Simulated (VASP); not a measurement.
# SnO2: single point with PBEsol

Crystal: SnO2.

```
Sn O
1.0
     1.57632    0.91009    4.33049
    -1.57632    0.91009    4.33049
     0.00000   -1.82018    4.33049
Sn O
1 2
Direct
  0.50000 0.50000 0.50000
  0.22239 0.22239 0.22239
  0.77761 0.77761 0.77761
```

```json
{
  "Program": "VASP 6.6.1",
  "Task": "single point",
  "Functional": "PBEsol",
  "Potentials or basis": "VASP PAW PBE potentials, release 64 (Sn_d, O)",
  "Cutoff": "520 eV",
  "k mesh": "12 × 12 × 12",
  "Occupations": "gaussian, width 0.05 eV",
  "Spin": "no spin polarisation"
}
```

```
Pressure               : 46.7 GPa
Largest force          : 5.210 eV/Å
Band gap on the k mesh : 2.78 eV, indirect (least direct gap 4.05 eV)
```

Forces in eV/Å, atoms in the order of the input:
```
Sn   0.000  0.000  0.000
O    0.000  0.000  5.210
O    0.000  0.000 -5.210
```

Stress tensor (GPa, compression positive):
```
54.83  0.00  0.00
 0.00 54.83  0.00
 0.00  0.00 30.55
```

Levels at points of the mesh, in eV from the valence-band top:
```
           k point  band 9  band 10  band 11  band 12  band 13  band 14  band 15  band 16  band 17  band 18
(0.00, 0.00, 0.00)   -1.97    -1.97    -1.52    -1.52    -1.28     2.78     7.04    11.72    11.90    11.90
(0.50, 0.00, 0.00)   -4.83    -4.79    -1.21    -0.91    -0.25     7.33     8.46     9.34    12.19    15.04
(0.50, 0.50, 0.00)   -5.11    -4.91    -0.78    -0.33    -0.11     7.01     7.22    10.05    12.22    15.70
(0.50, 0.50, 0.50)   -2.33    -2.04    -2.04    -1.49    -1.49     4.38     6.66    11.81    12.28    12.28
```

Run time: 92 s on 1 thread of Intel(R) Xeon(R) 6975P-C (Granite Rapids) (shared host), peak memory 0.29 GiB.

Caveat: the PAW data sets were made with another functional, which shifts forces and pressure a little; spin-orbit coupling is left out, which moves the levels of the heavy elements. A k mesh can miss the band edges.
